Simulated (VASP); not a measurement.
# LiF (I-4m2) in VASP: single point with HSE06

Aim: the single point of LiF with HSE06.

Program: VASP 6.6.1. These are calculated values, not measurements. Logs are shortened: lines on timing, memory, paths and dates and some standing lists are left out, and cuts for length are marked.

## Step 1: The cell of the first run

It takes space group I-4m2 (No. 119, tetragonal). The conventional cell has a = 3.033 Å, b = 3.033 Å, c = 4.080 Å, α = 90.00°, β = 90.00°, γ = 90.00°. Li (site symmetry -4m2) has 4 F at 1.83 Å within 2.4 Å. Within 2.4 Å of F (site symmetry -4m2) lie 4 Li at 1.83 Å.

## Step 2: Single point, HSE06 (uniaxial z strain -4.9%)

Input file POSCAR:

```
LiF
1.0
    0.0000000000      2.1446105480      2.0401680143
    2.1446105480      0.0000000000      2.0401680143
    2.1446105480      2.1446105480      0.0000000000
Li F
1 1
Direct
    0.0000000000      0.0000000000      0.0000000000
    0.2500000000      0.2500000000      0.2500000000
```

Input file INCAR.step1:

```
SYSTEM = LiF
ALGO = Normal
EDIFF = 1E-5
ENCUT = 520
GGA = PE
ISIF = 2
ISMEAR = 0
LASPH = .True.
LREAL = .False.
LWAVE = .True.
NBANDS = 12
NELM = 80
PREC = Accurate
SIGMA = 0.01
```

Input file INCAR.step2:

```
SYSTEM = LiF
ALGO = Normal
EDIFF = 1E-6
ENCUT = 520
GGA = PE
HFSCREEN = 0.2079
ISIF = 2
ISMEAR = 0
ISTART = 1
LASPH = .True.
LCHARG = .True.
LELF = .True.
LHFCALC = .True.
LREAL = .False.
LVHAR = .True.
LWAVE = .False.
NBANDS = 12
NELM = 80
PREC = Accurate
PRECFOCK = Normal
SIGMA = 0.01
```

Input file KPOINTS:

```
k-points
0
Gamma
  8 8 8
  0 0 0
```

Potentials or basis: VASP PAW PBE potentials, release 64 (Li_sv, F).

Started as:

```
> cat potpaw_PBE.64/Li_sv/POTCAR potpaw_PBE.64/F/POTCAR > POTCAR
> cp INCAR.step1 INCAR
> mpirun -np 1 vasp_std > vasp.out
> cp INCAR.step2 INCAR
> mpirun -np 1 vasp_std > vasp.out
```

OUTCAR:

```text
SYSTEM = LiF
   EDIFF = 1E-6
   ENCUT = 520
   GGA = PE
   HFSCREEN = 0.2079
   ISIF = 2
   ISMEAR = 0
   ISTART = 1
   LASPH = .True.
   LHFCALC = .True.
   LREAL = .False.
   NELM = 80
   PREC = Accurate
   PRECFOCK = Normal

 ion  position               nearest neighbor table
   1  0.000  0.000  0.000-   2 1.83   2 1.83   2 1.83   2 1.83
   2  0.250  0.250  0.250-   1 1.83   1 1.83   1 1.83   1 1.83

  LATTYP: Found a body centered tetragonal cell.
 ALAT       =     3.0329373230
 C/A-ratio  =     1.3453413619

  Lattice vectors:

 A1 = (   0.0000000000,  -2.1446105480,  -2.0401680143)
 A2 = (   0.0000000000,   2.1446105480,  -2.0401680143)
 A3 = (   2.1446105480,   0.0000000000,   2.0401680143)

Analysis of symmetry for initial positions (statically):
=====================================================================
 Subroutine PRICEL returns:
 Original cell was already a primitive cell.

 Routine SETGRP: Setting up the symmetry group for a
 body centered tetragonal supercell.

 Subroutine GETGRP returns: Found  8 space group operations
 (whereof  8 operations were pure point group operations)
 out of a pool of 16 trial point group operations.

The static configuration has the point symmetry D_2d.

Analysis of symmetry for dynamics (positions and initial velocities):
=====================================================================
 Subroutine PRICEL returns:
 Original cell was already a primitive cell.

 Routine SETGRP: Setting up the symmetry group for a
 body centered tetragonal supercell.

 Subroutine GETGRP returns: Found  8 space group operations
 (whereof  8 operations were pure point group operations)
 out of a pool of 16 trial point group operations.

The dynamic configuration has the point symmetry D_2d.

 Subroutine INISYM returns: Found  8 space group operations
 (whereof  8 operations are pure point group operations),
 and found     1 'primitive' translations

----------------------------------------------------------------------------------------

                                     Primitive cell

  volume of cell :      18.7669

  direct lattice vectors                    reciprocal lattice vectors
     0.000000000  2.144610548  2.040168014    -0.233142563  0.233142563  0.245077855
     2.144610548  0.000000000  2.040168014     0.233142563 -0.233142563  0.245077855
     2.144610548  2.144610548  0.000000000     0.233142563  0.233142563 -0.245077855

  length of vectors
[... 100 lines left out ...]
   IMIX   =      1    mixing-type and parameters
     AMIX     =   0.40;   BMIX     =  1.00
     AMIX_MAG =   1.60;   BMIX_MAG =  1.00
  volume/ion in A,a.u.               =       9.38        63.32
  Fermi-wavevector in a.u.,A,eV,Ry     =   1.327223  2.508088 23.966946  1.761521
  Thomas-Fermi vector in A             =   2.456551
   LORBIT       =      0    0 simple, 1 ext, 2 COOP (PROOUT), +10 PAW based schemes
   GGA     = PE    functional components
   LHFCALC =     T    Hartree Fock is set to
   PRECFOCK=normal    Normal, Fast or Accurate (Low or Medium for compatibility)
   ENCUT4O =  -1.0   cutoff for four orbital integrals eV
   NKREDX  =     1    reduce k-point grid by
   NKREDY  =     1    reduce k-point grid by
   NKREDZ  =     1    reduce k-point grid by
   AEXX    =    0.2500 exact exchange contribution
   HFSCREEN=    0.2079 screening length (either q_TF or 0.3 A-1)
   HFSCREENC=   0.2079 screening length for correlation (either q_TF or 0.3 A-1)
   ENCUTFOCK=  -1.0 apply spherical cutoff to Coloumb kernel
   IVDW    =     0    specifies the selected vdW correction
   LEPSILON=     F    determine dielectric tensor
   LRPA    =     F    only Hartree local field effects (RPA)
 non-spin polarized calculation
 Gauss-broadening in eV      SIGMA  =   0.01
  energy-cutoff  :      520.00
  volume of cell :       18.77
 maximum number of plane-waves:       523
 NGX is ok and might be reduce to    24
  NGX = 18; NGY = 18; NGZ = 18

 number of electron      10.0000002 magnetization

 Free energy of the ion-electron system (eV)
  ---------------------------------------------------
  ext. energy  EPLUGINS =         0.00000000
  ---------------------------------------------------
  free energy    TOTEN  =       -11.33819079 eV

  energy without entropy =      -11.33819079  energy(sigma->0) =      -11.33819079

 E-fermi :  -3.7581     XC(G=0):  -7.4660

 val. band max:       -3.9658244098   @ k =   0.0000   0.0000   0.0000
 cond. band min:       6.3715358932   @ k =   0.0000   0.0000   0.0000
 fundamental gap:     10.3373603029
 Fermi energy:        -3.7581116447

 k-point     1 :       0.0000    0.0000    0.0000
  band No.  band energies     occupation
      1     -46.2435      2.00000
      2     -25.0039      2.00000
      3      -4.0441      2.00000
      4      -4.0441      2.00000
      5      -3.9658      2.00000
      6       6.3715      0.00000
      7      18.4177      0.00000
      8      18.4589      0.00000
      9      18.4589      0.00000
     10      26.8429      0.00000
     11      26.8429      0.00000
     12      27.7731      0.00000
[... 331 lines left out ...]
 k-point    24 :       0.3750    0.0000    0.1250
  band No.  band energies     occupation
      1     -46.2016      2.00000
      2     -24.8369      2.00000
      3      -5.6695      2.00000
      4      -4.4051      2.00000
      5      -4.3114      2.00000
      6       9.1889      0.00000
      7      15.2131      0.00000
      8      18.1890      0.00000
      9      18.8634      0.00000
     10      22.1586      0.00000
     11      27.1187      0.00000
     12      28.4857      0.00000

 [... further k-points ...]

------------------------ aborting loop because EDIFF is reached ----------------------------------------

  FORCE on cell =-STRESS in cart. coord.  units (eV):
  Direction    XX          YY          ZZ          XY          YZ          ZX
  --------------------------------------------------------------------------------------
  -------------------------------------------------------------------------------------
  Total        0.4728146      0.4728146      0.5425107      0.0000000      0.0000000      0.0000000
  in kB       40.3653419     40.3653419     46.3154671      0.0000000      0.0000000      0.0000000
  external PRESSURE =      42.3487169 kB  Pullay stress =       0.0000000 kB

 VOLUME and BASIS-vectors are now :
 -----------------------------------------------------------------------------
  energy-cutoff  :      520.00
  volume of cell :       18.77
      direct lattice vectors                 reciprocal lattice vectors
     0.000000000  2.144610548  2.040168014    -0.233142563  0.233142563  0.245077855
     2.144610548  0.000000000  2.040168014     0.233142563 -0.233142563  0.245077855
     2.144610548  2.144610548  0.000000000     0.233142563  0.233142563 -0.245077855

 POSITION                                       TOTAL-FORCE (eV/Angst)
 -----------------------------------------------------------------------------------
      0.00000      0.00000      0.00000        -0.000000     -0.000000      0.000000
      1.07231      1.07231      1.02008         0.000000      0.000000      0.000000
 -----------------------------------------------------------------------------------
    total drift:                                0.000001      0.000001      0.000000

  FREE ENERGIE OF THE ION-ELECTRON SYSTEM (eV)
  ---------------------------------------------------
  free  energy   TOTEN  =       -11.3381907935 eV

  energy  without entropy=      -11.3381907935  energy(sigma->0) =      -11.33819079
```

It took 51 min on 1 thread of Intel Xeon Platinum 8259CL at 2.50GHz (Skylake/Cascade Lake), shared host; peak memory 0.26 GiB.

Results:

- Free energy: -11.3382 eV
- Band gap on the k mesh: 10.34 eV

Caveat: the cell differs from its parent crystal (uniaxial z strain -4.9%); the cutoff is under 1.25 times the usual one of these potentials, so pressure, stress and relaxed cells hold a basis-set (Pulay) error; the structure was generated, so it needn't be the stable form of LiF; the PAW data sets were made with another functional, which shifts forces and pressure a little. A k mesh can miss the band edges.
